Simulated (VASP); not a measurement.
Wanted: the native input for a VASP 6.6.1 run.

```
Task                   : single point
Functional             : PBE
Potentials or basis    : VASP PAW PBE potentials, release 64 (Li_sv, F)
Cutoff                 : 520 eV
k mesh                 : 12 × 12 × 6
Occupations            : fermi-dirac, width 0.02 eV
Spin                   : no spin polarisation
Dipole correction      : no
Further INCAR settings : ALGO = Normal; EDIFF = 1e-07; NBANDS = 18
```

The structure of LiF lies in POSCAR:

```
LiF
1.0
    2.9269619998      0.0000000000      0.0000000000
   -1.4634809999      2.6682352081      0.0000000000
    0.0000000000      0.0000000000      4.7853430013
Li F
2 2
Direct
    0.3360970915      0.6721941829     -0.0043603839
    0.6639029085      0.3278058171      0.4956396161
    0.3381514856      0.6763029712      0.3793603839
    0.6618485144      0.3236970288      0.8793603839
```

This cell differs from its parent crystal: uniaxial x strain -5.0%.

The input as run:

INCAR

```
  PREC = Accurate
  ENCUT = 520
  EDIFF = 1E-7
  ISMEAR = -1
  SIGMA = 0.02
  LREAL = False
  LASPH = True
  NELM = 60
  ALGO = Normal
  ISIF = 2
  LWAVE = False
  LCHARG = False
  GGA = PE
  NBANDS = 18
```

KPOINTS

```
Automatic mesh
0
Gamma
  12 12 6
```

Potentials or basis: VASP PAW PBE potentials, release 64 (Li_sv, F).

Command:

```bash
$ cat potpaw_PBE.64/Li_sv/POTCAR potpaw_PBE.64/F/POTCAR > POTCAR
$ mpirun -np 1 vasp_std > vasp.out
```

Results of the run:

The largest force is 0.006 eV/Å and the band gap on the k mesh is 8.18 eV.

Caveat: the cell differs from its parent crystal (uniaxial x strain -5.0%); the structure was generated, so it needn't be the stable form of LiF.

Run time: 36 s on 1 thread of Intel(R) Xeon(R) 6975P-C (Granite Rapids) (shared host), peak memory 0.21 GiB.
